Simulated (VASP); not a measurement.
# I in VASP: a series of runs, part 2 of 2

VASP 6.6.1. Earlier steps stand in the parts before.

## (4) Single point, PBE, collinear spin, ferromagnetic start

This run uses another cell than the first one, of 41.76 Å³/atom, 1.030 times its volume.

INCAR

```
SYSTEM = I
PREC     = Accurate       ! precision mode
ENCUT    = 500            ! plane-wave cutoff, eV
EDIFF    = 1E-6           ! SCF threshold, eV
ISMEAR   = 0              ! smearing method
SIGMA    = 0.1            ! smearing width, eV
LREAL    = .False.        ! projectors in reciprocal space
LASPH    = .True.         ! aspherical terms in the spheres
NELM     = 200            ! most SCF steps
ALGO     = Normal         ! electronic algorithm
ISIF     = 2              ! what is computed and relaxed
LWAVE    = .False.        ! write WAVECAR
LCHARG   = .False.        ! write CHGCAR
ISPIN    = 2              ! spin polarisation
MAGMOM   = -3             ! initial moments
LORBIT   = 11             ! projections on sites
GGA      = PE             ! functional
NBANDS   = 14             ! bands
GGA_COMPAT= .False.
```

KPOINTS

```
Automatic mesh
0
Gamma
  4 4 4
  0 0 0
```

POSCAR

```
I
1.0
    0.0041193408      2.3927331836      3.9266246861
    2.2382730370     -0.0049394894      3.9319229755
    2.2174858313      2.3822262559      0.0086667991
I
1
Direct
    0.0000000000      0.0000000000      0.0000000000
```

Potentials or basis: VASP PAW PBE potentials, release 64 (I).

Command:

```sh
> cat potpaw_PBE.64/I/POTCAR > POTCAR
> mpirun -np 1 vasp_std > vasp.out
```

OUTCAR:

```text
SYSTEM = I
   PREC = Accurate
   ENCUT = 500
   EDIFF = 1E-6
   ISMEAR = 0
   LREAL = .False.
   LASPH = .True.
   NELM = 200
   ISIF = 2
   ISPIN = 2
   LORBIT = 11
   GGA = PE

 ion  position               nearest neighbor table
   1  0.000  0.000  0.000-

  Warning from LATTYP: Got some problem with cell dimensions!
  Tried to take original basis but could not verify dimensions!
  LATTYP: Found a triclinic cell.
 ALAT       =     3.2772404637
 B/A-ratio  =     1.4585225679
 C/A-ratio  =     1.3730893437
 COS(alpha) =     0.0046636244
 COS(beta)  =     0.3356140848
 COS(gamma) =     0.7339847060

  Lattice vectors:

 A1 = (   2.2341536962,  -2.3976726730,   0.0052982894)
 A2 = (   0.0166678649,  -4.7798989289,  -0.0033685097)
 A3 = (   2.2133664905,  -0.0105069277,  -3.9179578870)

Analysis of symmetry for initial positions (statically):
=====================================================================
 Subroutine PRICEL returns:
 Original cell was already a primitive cell.

 Routine SETGRP: Setting up the symmetry group for a
 triclinic supercell.
[... 614 lines left out ...]
     10      15.5271      0.00000
     11      16.4062      0.00000
     12      20.2032      0.00000
     13      20.5420      0.00000
     14      23.6400      0.00000
[... 379 lines left out ...]
      3       1.5936      1.00000
      4       1.9907      1.00000
      5       9.0989      0.00000
      6       9.7041      0.00000
      7      12.4437      0.00000
      8      14.1994      0.00000
      9      15.8622      0.00000
     10      17.3505      0.00000
     11      19.5218      0.00000
     12      19.8535      0.00000
     13      22.3517      0.00000
     14      23.9691      0.00000

 [... further k-points ...]

------------------------ aborting loop because EDIFF is reached ----------------------------------------

  FORCE on cell =-STRESS in cart. coord.  units (eV):
  Direction    XX          YY          ZZ          XY          YZ          ZX
  --------------------------------------------------------------------------------------
  -------------------------------------------------------------------------------------
  Total       -0.7632373     -1.0309894      0.2144026      0.0942725     -0.0015220     -0.0086625
  in kB      -29.2845246    -39.5578619      8.2263792      3.6171256     -0.0583957     -0.3323690
  external PRESSURE =     -20.2053358 kB  Pullay stress =       0.0000000 kB

 VOLUME and BASIS-vectors are now :
 -----------------------------------------------------------------------------
  energy-cutoff  :      500.00
  volume of cell :       41.76
      direct lattice vectors                 reciprocal lattice vectors
     0.004119341  2.392733184  3.926624686    -0.224314846  0.208337069  0.127954427
     2.238273037 -0.004939489  3.931922976     0.223514940 -0.208519411  0.126829178
     2.217485831  2.382226256  0.008666799     0.225767650  0.210087098 -0.128255799

 POSITION                                       TOTAL-FORCE (eV/Angst)
 -----------------------------------------------------------------------------------
      0.00000      0.00000      0.00000         0.000000      0.000000     -0.000000
 -----------------------------------------------------------------------------------
    total drift:                                0.000000      0.000000      0.000000

  FREE ENERGIE OF THE ION-ELECTRON SYSTEM (eV)
  ---------------------------------------------------
  free  energy   TOTEN  =        -1.7223931430 eV

  energy  without entropy=       -1.7223931430  energy(sigma->0) =       -1.72239314

 total charge

# of ion       s       p       d       tot
------------------------------------------
    1        1.553   2.584   0.025   4.163

 magnetization (x)

# of ion       s       p       d       tot
------------------------------------------
    1       -0.000   0.000  -0.000  -0.000
```

OSZICAR:

```text
N       E                     dE             d eps       ncg     rms          rms(c)
DAV:   1     0.216699602057E+02    0.21670E+02   -0.25422E+03  2016   0.377E+02
DAV:   2     0.569248798456E+00   -0.21101E+02   -0.20375E+02  2614   0.731E+01
DAV:   3    -0.357736810119E+00   -0.92699E+00   -0.92509E+00  2630   0.141E+01
DAV:   4    -0.367515829051E+00   -0.97790E-02   -0.97781E-02  2558   0.177E+00
DAV:   5    -0.367694085352E+00   -0.17826E-03   -0.17825E-03  2704   0.232E-01    0.946E+00
DAV:   6    -0.171069054614E+01   -0.13430E+01   -0.39409E-01  2400   0.263E+00    0.566E+00
DAV:   7    -0.172718319893E+01   -0.16493E-01   -0.33049E-02  2460   0.923E-01    0.215E+00
DAV:   8    -0.172240184371E+01    0.47814E-02   -0.85354E-03  2616   0.397E-01    0.103E+00
DAV:   9    -0.172226913862E+01    0.13271E-03   -0.55096E-03  2520   0.339E-01    0.170E-01
DAV:  10    -0.172239455677E+01   -0.12542E-03   -0.42826E-04  2666   0.113E-01    0.794E-02
DAV:  11    -0.172239014860E+01    0.44082E-05   -0.26322E-05  2562   0.255E-02    0.277E-02
DAV:  12    -0.172239324370E+01   -0.30951E-05   -0.17015E-05  2520   0.189E-02    0.115E-02
DAV:  13    -0.172239314301E+01    0.10069E-06   -0.10968E-06  2682   0.573E-03
   1 F= -.17223931E+01 E0= -.17223931E+01  d E =-.136952E-10  mag=     0.0000
```

Run time: 70 s. Hardware: 1 thread of Intel Xeon 8259CL, shared host; peak memory 0.2 GiB.

Results:

```
Free energy                                           : -1.7224 eV
Pressure                                              : -2.0 GPa
Net moment                                            : 0.00 μB per cell
Valence electrons inside the program's atomic spheres : I 4.16
```

Caveat: the k points lie up to 0.52 Å⁻¹ apart; spin-orbit coupling is left out, which moves the levels of the heavy elements.

## (5) Single point, PBE, collinear spin, ferromagnetic start

INCAR

```
SYSTEM = I
PREC = Accurate
ENCUT = 500
EDIFF = 1E-6
ISMEAR = 0
SIGMA = 0.1
LREAL = .FALSE.
LASPH = .TRUE.
NELM = 200
ALGO = Normal
ISIF = 2
LWAVE = .FALSE.
LCHARG = .TRUE.
ISPIN = 2
MAGMOM = 0.5
LORBIT = 11
GGA = PE
LELF = .TRUE.
LVHAR = .TRUE.
NBANDS = 14
GGA_COMPAT = .FALSE.
```

KPOINTS

```
regular mesh
0
G
  6 6 6
  0 0 0
```

POSCAR

```
I
1.0
    0.0000000000      2.3656004428      3.9098401324
    2.1922454667      0.0000000000      3.9098401324
    2.1922454667      2.3656004428      0.0000000000
I
1
Direct
    0.0000000000      0.0000000000      0.0000000000
```

Potentials or basis: VASP PAW PBE potentials, release 64 (I).

Command:

```sh
> cat potpaw_PBE.64/I/POTCAR > POTCAR
> mpirun -np 1 vasp_std > vasp.out
```

OUTCAR:

```text
SYSTEM = I
   PREC = Accurate
   ENCUT = 500
   EDIFF = 1E-6
   ISMEAR = 0
   LREAL = .FALSE.
   LASPH = .TRUE.
   NELM = 200
   ISIF = 2
   ISPIN = 2
   LORBIT = 11
   GGA = PE

 ion  position               nearest neighbor table
   1  0.000  0.000  0.000-

  LATTYP: Found a face centered orthorhombic cell.
 ALAT       =     4.3844909334
 B/A-ratio  =     1.0790764441
 C/A-ratio  =     1.7834864717

  Lattice vectors:

 A1 = (   0.0000000000,   2.3656004428,   3.9098401324)
 A2 = (   2.1922454667,   0.0000000000,   3.9098401324)
 A3 = (   2.1922454667,   2.3656004428,   0.0000000000)

Analysis of symmetry for initial positions (statically):
=====================================================================
 Subroutine PRICEL returns:
 Original cell was already a primitive cell.

 Routine SETGRP: Setting up the symmetry group for a
 face centered orthorhombic supercell.

 Subroutine GETGRP returns: Found  8 space group operations
 (whereof  8 operations were pure point group operations)
 out of a pool of  8 trial point group operations.

[... 610 lines left out ...]
     11      16.7837      0.00000
     12      20.7656      0.00000
     13      20.9480      0.00000
     14      24.3517      0.00000
[... 379 lines left out ...]
      3       2.4439      1.00000
      4       2.6835      1.00000
      5      11.5562      0.00000
      6      13.0084      0.00000
      7      13.3611      0.00000
      8      14.8503      0.00000
      9      15.1432      0.00000
     10      16.3098      0.00000
     11      19.7429      0.00000
     12      20.5942      0.00000
     13      21.5856      0.00000
     14      22.5592      0.00000

 [... further k-points ...]

------------------------ aborting loop because EDIFF is reached ----------------------------------------

  FORCE on cell =-STRESS in cart. coord.  units (eV):
  Direction    XX          YY          ZZ          XY          YZ          ZX
  --------------------------------------------------------------------------------------
  -------------------------------------------------------------------------------------
  Total        0.1363463      0.0935165      0.2158266      0.0000000      0.0000000      0.0000000
  in kB        5.3868422      3.6947000      8.5269936      0.0000000      0.0000000      0.0000000
  external PRESSURE =       5.8695119 kB  Pullay stress =       0.0000000 kB

 VOLUME and BASIS-vectors are now :
 -----------------------------------------------------------------------------
  energy-cutoff  :      500.00
  volume of cell :       40.55
      direct lattice vectors                 reciprocal lattice vectors
     0.000000000  2.365600443  3.909840132    -0.228076649  0.211362828  0.127882467
     2.192245467  0.000000000  3.909840132     0.228076649 -0.211362828  0.127882467
     2.192245467  2.365600443  0.000000000     0.228076649  0.211362828 -0.127882467

 POSITION                                       TOTAL-FORCE (eV/Angst)
 -----------------------------------------------------------------------------------
      0.00000      0.00000      0.00000         0.000000      0.000000      0.000000
 -----------------------------------------------------------------------------------
    total drift:                                0.000000      0.000000      0.000000

  FREE ENERGIE OF THE ION-ELECTRON SYSTEM (eV)
  ---------------------------------------------------
  free  energy   TOTEN  =        -1.3385043221 eV

  energy  without entropy=       -1.3321851347  energy(sigma->0) =       -1.33534473

 total charge

# of ion       s       p       d       tot
------------------------------------------
    1        1.549   2.602   0.028   4.180

 magnetization (x)

# of ion       s       p       d       tot
------------------------------------------
    1        0.000   0.000   0.000   0.000
```

It took 80 s on 1 thread of Intel Xeon 8259CL, shared host; peak memory 0.21 GiB.

What came out:

```yaml
Free_energy: -1.3385 eV
Pressure: 0.6 GPa
Net_moment: 0.00 μB per cell
Valence_electrons_inside_the_program's_atomic_spheres: I 4.18
```

Stress tensor (GPa, compression positive):
```
0.54 0.00 0.00
0.00 0.37 0.00
0.00 0.00 0.85
```

Caveat: spin-orbit coupling is left out, which moves the levels of the heavy elements.

## (6) The runs side by side

| spin | cell | k mesh | gap on the mesh (eV) | pressure (GPa) | moment (μB) |
| --- | --- | --- | --- | --- | --- |
| off | a = 4.570, b = 4.482, c = 3.225 Å, angles 70.6, 67.7, 41.7°, 1 atom | 3 × 6 × 6, shifted | none | 0.6 | - |
| off | a = 5.208, b = 5.108, c = 3.675 Å, angles 70.6, 67.7, 41.7°, 1 atom | 6 × 6 × 6 | none | -3.0 | - |
| collinear, ferromagnetic start | a = 4.598, b = 4.524, c = 3.255 Å, angles 70.2, 67.4, 42.1°, 1 atom | 4 × 4 × 4 | none | -2.0 | 0.00 |
| collinear, ferromagnetic start | a = 4.570, b = 4.482, c = 3.225 Å, angles 70.6, 67.7, 41.7°, 1 atom | 6 × 6 × 6 | none | 0.6 | 0.00 |

Alike in all rows: task single point; level PBE; potentials or basis VASP PAW PBE potentials, release 64 (I); cutoff (eV) 500; smearing gaussian 0.1 eV.

Caveats: some runs use coarse meshes; spin-orbit coupling is left out, which moves the levels of the heavy elements; an odd number of electrons without spin polarisation forces a metal (some runs); a magnetic or distorted state may lie lower (some runs).

Absolute energies hang on the potentials; compare differences alone.
